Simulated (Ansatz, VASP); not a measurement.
# LuHg in VASP and in Ansatz

```
Lu Hg
1.0
     3.65447    0.00000    0.00000
     0.00000    3.65447    0.00000
     0.00000    0.00000    3.65447
Lu Hg
1 1
Cartesian
  1.8272 1.8272 1.8272
  0.0000 0.0000 0.0000
```

Change from the starting cell: volume scaled by 1.04.

Alike in both runs: task single point; functional LDA; k mesh 10 × 10 × 10; occupations fermi-dirac, width 0.05 eV; no spin polarisation.

|  | VASP | Ansatz |
| --- | --- | --- |
| version | VASP 6.6.1 | Ansatz 0.2.0 |
| potentials or method | VASP PAW PBE potentials, release 64 (Lu, Hg), cutoff 520 eV | all-electron LAPW, scalar-relativistic |

```csv
,VASP,Ansatz,Ansatz less VASP
pressure (GPa),-6.2,-6.7,-0.44
```

VASP's potentials were made for PBE, not for LDA. LDA's correlation is that of Perdew and Zunger in VASP and of Perdew and Wang (1992) in Ansatz. Ansatz ran all-electron here, and VASP with PAW potentials.

Neither program's run includes spin-orbit coupling.
